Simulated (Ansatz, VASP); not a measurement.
# WC in VASP and in Ansatz

The input INCAR:

```
PREC = Accurate
ENCUT = 520
EDIFF = 1E-6
ISMEAR = 0
SIGMA = 0.15
LREAL = F
LASPH = T
NELM = 60
ALGO = Normal
ISIF = 2
LWAVE = F
LCHARG = F
GGA = PE
NBANDS = 16
```

The input KPOINTS:

```
regular mesh
0
Gamma
  18 18 16
```

POSCAR

```
WC
1.0
    2.6684613211      0.0000000000      0.0000000000
   -1.3342306606      2.3109552931      0.0000000000
    0.0000000000      0.0000000000      2.8290000000
W C
1 1
Direct
    0.0000000000      0.0000000000      0.0000000000
    0.6666666667      0.3333333333      0.5000000000
```

Input for Ansatz:

```yaml
crystal:
  lattice:
    - [2.6684613211, 0.0, 0.0]
    - [-1.3342306606, 2.3109552931, 0.0]
    - [0.0, 0.0, 2.829]
  atoms:
    - { symbol: W, position: [0.0, 0.0, 0.0] }
    - { symbol: C, position: [0.6666666667, 0.3333333333, 0.5] }
basis:
  ecutwfc: 420
kpoints:
  mp_grid: { grid: [18, 18, 16] }
hamiltonian:
  xc: pbe
scf:
  occupations: { method: gaussian, width: 0.15 }
output:
  forces: true
  stress: true
  eigenvalues: true
```

Change from the starting cell: strain -0.080 along x and y, +0.000 along z, atoms carried along.

Alike in both runs: task single point; functional PBE; k mesh 18 × 18 × 16; occupations gaussian, width 0.15 eV; no spin polarisation.

```csv
,VASP,Ansatz
version,VASP 6.6.1,Ansatz 0.2.0
potentials or method,"VASP PAW PBE potentials, release 64 (W_sv, C), cutoff 520 eV","scalar-relativistic, plane waves, PAW"
valence electrons in the cell,18,18
```

VASP gave:

```
gap on the k mesh at the Fermi level (eV)                     : none
pressure (GPa)                                                : 107.3
traceless stress, the component that is largest in VASP (GPa) : -47.23
```

Problem. Which values does Ansatz return?

Solution. gap on the k mesh at the Fermi level (eV): none; pressure (GPa): 104.7; traceless stress, the component that is largest in VASP (GPa): -47.20.

A gap of «none» marks a metal or a gap that the smearing closes. Both programs put the cell under a high pressure, so it lies far from rest at this level. The functional is the same, so the differences come from potentials, cutoffs and numerics.

Spin-orbit coupling is off throughout. Noted on VASP's run: the cell as given lies far from equilibrium.
